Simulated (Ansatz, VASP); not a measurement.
**One calculation of B, two programs**

The input INCAR:

```
SYSTEM = B
  ALGO = Normal
  EDIFF = 1E-7
  EDIFFG = -0.04
  ENCUT = 600
  GGA = PE
  IBRION = 2
  ISIF = 3
  ISMEAR = 0
  LASPH = .True.
  LCHARG = .False.
  LREAL = .False.
  LWAVE = .False.
  NELM = 60
  NSW = 90
  PREC = Accurate
  SIGMA = 0.1
```

File KPOINTS:

```
k-points
0
Gamma
  6 6 2
  0 0 0
```

The input POSCAR:

```
B
1.0
    2.4741264900      0.0000000000      0.0000000000
   -1.2370632500      2.1426563900      0.0000000000
    0.0000000000      0.0000000000      8.2844254800
B
6
Direct
    0.0000000000      0.0000000000      0.0000000000
    0.3333333300      0.6666666700      0.1666666700
    0.6666666700      0.3333333300      0.3333333300
    0.3333333300      0.6666666700      0.5000000000
    0.6666666700      0.3333333300      0.6666666700
    0.3333333300      0.6666666700      0.8333333300
```

Input for Ansatz:

```yaml
crystal:
  lattice:
    - [2.47412649, 0.0, 0.0]
    - [-1.23706325, 2.14265639, 0.0]
    - [0.0, 0.0, 8.28442548]
  atoms:
    - { symbol: B, position: [0.0, 0.0, 0.0] }
    - { symbol: B, position: [0.33333333, 0.66666667, 0.16666667] }
    - { symbol: B, position: [0.66666667, 0.33333333, 0.33333333] }
    - { symbol: B, position: [0.33333333, 0.66666667, 0.5] }
    - { symbol: B, position: [0.66666667, 0.33333333, 0.66666667] }
    - { symbol: B, position: [0.33333333, 0.66666667, 0.83333333] }
basis:
  ecutwfc: 420
kpoints:
  mp_grid: { grid: [6, 6, 2] }
hamiltonian:
  xc: pbe
scf:
  occupations: { method: gaussian, width: 0.1 }
  lower_state_search: "off"
output:
  forces: true
  stress: true
  eigenvalues: true
relax:
  adjacent_minimum: "off"
  f_tol: 0.04
  max_steps: 70
  cell: { stress_tol: 0.4 }
```

Alike in both runs: task relaxation of cell and atoms; functional PBE; k mesh 6 × 6 × 2; occupations gaussian, width 0.1 eV; no spin polarisation.

|  | VASP | Ansatz |
| --- | --- | --- |
| version | VASP 6.6.1 | Ansatz 0.2.0 |
| potentials or method | VASP PAW PBE potentials, release 64 (B), cutoff 600 eV | scalar-relativistic, plane waves, PAW |
| valence electrons in the cell | 18 | 18 |

VASP gave:

- gap on the k mesh at the Fermi level, each at its own relaxed structure (eV): none
- relaxed volume (Å³/atom): 6.41
- relaxed length of the cell vector where the two differ most in proportion (Å): 2.900

Which values does Ansatz return?

gap on the k mesh at the Fermi level, each at its own relaxed structure (eV): none; relaxed volume (Å³/atom): 6.41; relaxed length of the cell vector where the two differ most in proportion (Å): 2.902.

A gap of «none» marks a metal or a gap that the smearing closes.

The k mesh is coarse, so the values compare programs but aren't converged.
